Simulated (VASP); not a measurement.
Here is a VASP 6.6.1 calculation.

The input INCAR:

```
  PREC = Accurate
  ENCUT = 520
  EDIFF = 1E-6
  ISMEAR = -5
  SIGMA = 0.05
  LREAL = False
  LASPH = True
  NELM = 60
  ALGO = Normal
  ISIF = 2
  LWAVE = False
  LCHARG = False
  GGA = RE
  IVDW = 13
  NBANDS = 15
```

KPOINTS

```
Automatic mesh
0
Gamma
  9 9 9
```

Contents of POSCAR:

```
KF
1.0
    3.5077104208      0.0000000000      0.0000000000
    1.7538552104      3.0377663335      0.0000000000
    1.7538552104      1.0125887778      2.8640335655
K F
1 1
Direct
    0.0000000000      0.0000000000      0.0000000000
    0.5000000000      0.5000000000      0.5000000000
```

Potentials or basis: VASP PAW PBE potentials, release 64 (K_sv, F).

Launch:

```bash
$ cat potpaw_PBE.64/K_sv/POTCAR potpaw_PBE.64/F/POTCAR > POTCAR
$ mpirun -np 1 vasp_std > vasp.out
```

Task: Estimate the band gap on the k mesh.

Result: 7.78 eV (least direct gap 7.80 eV).

Task: What does it give for the pressure?

Result: 16.4 GPa.

Task: What does it give for the dispersion energy per atom?

Result: -0.151 eV.

Caveat: the cell stands under pressure; the PAW data sets were made with another functional, which shifts forces and pressure a little; an odd mesh through Γ misses points on the zone boundary, where band edges can lie.
